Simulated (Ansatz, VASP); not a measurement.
# Two plane-wave programs on AlH2

```
CELL_PARAMETERS angstrom
4.34337 0.00000 0.00000
0.00000 4.34337 0.00000
0.00000 0.00000 11.51923
ATOMIC_POSITIONS crystal
Al 0.00000 0.00000 0.25000
Al 0.00000 0.00000 0.75000
Al 0.80928 0.24623 0.50000
Al 0.19072 0.75377 0.50000
Al 0.75377 0.80928 0.00000
Al 0.24623 0.19072 0.00000
H 0.77097 0.22132 0.32882
H 0.22903 0.77868 0.32882
H 0.77868 0.77097 0.17118
H 0.22132 0.22903 0.17118
H 0.77097 0.22132 0.67118
H 0.22903 0.77868 0.67118
H 0.77868 0.77097 0.82882
H 0.22132 0.22903 0.82882
H 0.50000 0.00000 0.50000
H 0.50000 0.50000 0.50000
H 0.50000 0.50000 0.00000
H 0.00000 0.50000 0.00000
```

Alike in both runs: functional PBE; k mesh 10 × 10 × 4; occupations gaussian, width 0.1 eV; no spin polarisation.

Ansatz relaxed the structure, and its values are those at the end. VASP's run is a single point on that final structure, the one shown.

|  | VASP | Ansatz |
| --- | --- | --- |
| version | VASP 6.6.1 | Ansatz 0.2.0 |
| potentials or method | VASP PAW PBE potentials, release 64 (Al, H), cutoff 520 eV | scalar-relativistic, plane waves, PAW |
| valence electrons in the cell | 30 | 30 |

VASP gave:

```
gap on the k mesh at the Fermi level (eV) : none
pressure (GPa)                            : -0.1
rms of the force components (eV/Å)        : 0.006
```

Task: What did Ansatz give for the same quantities?

Result: gap on the k mesh at the Fermi level (eV): none; pressure (GPa): 0.0; rms of the force components (eV/Å): 0.003.

A gap of «none» marks a metal or a gap that the smearing closes.
